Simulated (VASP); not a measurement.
A run of VASP 6.6.1:

File INCAR:

```
ALGO     = Normal         # electronic algorithm
EDIFF    = 1E-7           # SCF threshold, eV
ENCUT    = 520            # plane-wave cutoff, eV
GGA      = PE             # functional
ISIF     = 2              # what is computed and relaxed
ISMEAR   = -1             # smearing method
LASPH    = T              # aspherical terms in the spheres
LCHARG   = T              # write CHGCAR
LELF     = T              # ELF
LREAL    = F              # projectors in reciprocal space
LVHAR    = T            
LWAVE    = F              # write WAVECAR
NBANDS   = 16             # bands
NELM     = 80             # most SCF steps
PREC     = Accurate       # precision mode
SIGMA    = 0.02           # smearing width, eV
```

Contents of KPOINTS:

```
k-points
0
Gamma
  12 12 6
```

The input POSCAR:

```
C
1.0
    2.5657752576      0.0000000000      0.0000000000
   -1.2828876288      2.2220265535      0.0000000000
    0.0000000000      0.0000000000      4.2730910070
C
4
Direct
    0.3333333333      0.6666666667     -0.0000725761
    0.6666666667      0.3333333333      0.4999274239
    0.3333333333      0.6666666667      0.3750725761
    0.6666666667      0.3333333333      0.8750725761
```

Potentials or basis: VASP PAW PBE potentials, release 64 (C).

Run with:

```sh
$ cat potpaw_PBE.64/C/POTCAR > POTCAR
$ mpirun -np 1 vasp_std > vasp.out
```

Hardware: 1 thread of Intel Xeon 8259CL, on a shared host.

Q: How long does it take, and how much memory?

A: Run time: 20 s on 1 thread of Intel Xeon 8259CL, on a shared host, peak memory 0.14 GiB. Counts: scf iterations 12, k points 76.
